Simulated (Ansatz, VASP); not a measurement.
# One calculation of Nb2B, two programs

```xyz
3
Lattice="4.3877 0.0000 0.0000 -2.1938 3.7998 0.0000 0.0000 0.0000 2.6944" Properties=species:S:1:pos:R:3 pbc="T T T"
Nb    0.0000    2.5332    1.3472
Nb    2.1938    1.2666    1.3472
B     0.0000    0.0000    0.0000
```

Change from the starting cell: species swapped into the MgB2 type (P6/mmm, No. 191).

Alike in both runs: functional PBE; k mesh 6 × 6 × 4; occupations gaussian, width 0.1 eV; no spin polarisation.

Ansatz relaxed the structure, and its values are those at the end. VASP's run is a single point on that final structure, the one shown.

|  | VASP | Ansatz |
| --- | --- | --- |
| version | VASP 6.6.1 | Ansatz 0.2.0 |
| potentials or method | VASP PAW PBE potentials, release 64 (Nb_sv, B), cutoff 520 eV | scalar-relativistic, plane waves, PAW |
| valence electrons in the cell | 29 | 29 |

|  | VASP | Ansatz | Ansatz less VASP |
| --- | --- | --- | --- |
| gap on the k mesh at the Fermi level (eV) | none | none | - |
| pressure (GPa) | -0.4 | -0.2 | +0.19 |

A gap of «none» marks a metal or a gap that the smearing closes.

The k mesh is coarse, so the values compare programs but aren't converged.
